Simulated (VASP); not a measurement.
Input of a VASP 6.6.1 run:

Contents of INCAR:

```
SYSTEM = MgTl
PREC = Accurate
ENCUT = 520
EDIFF = 1E-6
ISMEAR = -1
SIGMA = 0.05
LREAL = .False.
LASPH = .True.
NELM = 100
ALGO = Normal
ISIF = 2
LWAVE = .False.
LCHARG = .False.
NBANDS = 14
```

The input KPOINTS:

```
regular mesh
0
Gamma
  9 9 9
  0 0 0
```

Contents of POSCAR:

```
MgTl
1.0
    3.6590735492      0.0000000000      0.0000000000
    0.0000000000      3.6590735492      0.0000000000
    0.0000000000      0.0000000000      3.6590735492
Mg Tl
1 1
Direct
    0.0000000000      0.0000000000      0.0000000000
    0.5000000000      0.5000000000      0.5000000000
```

Potentials or basis: VASP PAW LDA potentials, release 64 (Mg, Tl_d).

Command:

```sh
$ cat potpaw_LDA.64/Mg/POTCAR potpaw_LDA.64/Tl_d/POTCAR > POTCAR
$ mpirun -np 1 vasp_std > vasp.out
```

Question: Estimate the pressure.

Answer: -3.3 GPa.
